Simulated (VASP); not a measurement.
Here is a VASP 6.6.1 calculation.

The input INCAR:

```
SYSTEM = Ce
PREC = Accurate
ENCUT = 520
EDIFF = 1E-6
ISMEAR = -1
SIGMA = 0.06122561905347299
LREAL = .FALSE.
LASPH = .TRUE.
NELM = 100
ALGO = Normal
ISIF = 2
LWAVE = .FALSE.
LCHARG = .FALSE.
GGA = PE
NBANDS = 12
```

KPOINTS

```
Automatic mesh
0
G
  20 20 20
  0 0 0
```

File POSCAR:

```
Ce
1.0
   -1.9211290740      1.9211290740      1.9211290740
    1.9211290740     -1.9211290740      1.9211290740
    1.9211290740      1.9211290740     -1.9211290740
Ce
1
Direct
    0.0000000000      0.0000000000      0.0000000000
```

Potentials or basis: VASP PAW PBE potentials, release 64 (Ce).

The run is started by

```sh
$ cat potpaw_PBE.64/Ce/POTCAR > POTCAR
$ mpirun -np 1 vasp_std > vasp.out
```

(1) What does it give for the band gap on the k mesh?

(2) Estimate the pressure.

Results:

(1) zero (bands 6 and 7 overlap by 0.88 eV).

(2) -1.1 GPa.

Caveat: spin-orbit coupling is left out, which moves the levels of the heavy elements; semilocal functionals describe open f shells poorly, which spoils levels, moments and volumes.
